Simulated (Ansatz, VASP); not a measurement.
## Two plane-wave programs on Fe

```
Fe
1.0
     2.43296    0.00000    0.00000
     0.00000    2.43296    0.00000
     0.00000    0.00000    2.43296
Fe
1
Direct
  0.00000 0.00000 0.00000
```

Alike in both runs: task single point; functional PBE; k mesh 15 × 15 × 15; occupations fermi-dirac, width 0.05 eV; collinear spin.

```csv
,VASP,Ansatz
version,VASP 6.6.1,Ansatz 0.2.0
potentials or method,"VASP PAW PBE potentials, release 64 (Fe), cutoff 520 eV","plane waves (420 eV) with PAW, scalar-relativistic"
valence electrons in the cell,8,16
```

|  | VASP | Ansatz | Ansatz less VASP |
| --- | --- | --- | --- |
| pressure (GPa) | -8.6 | -8.5 | +0.09 |
| net moment per atom (μB) | 2.50 | 2.48 | -0.014 |
| size of the moment on the site where the two differ most (μB) | 2.49 | 2.47 | -0.018 |

Site moments also hang on the region over which each program counts them. VASP's potentials hold 8 valence electrons a cell and Ansatz's 16, so a difference there can come from the potentials and not from the codes.
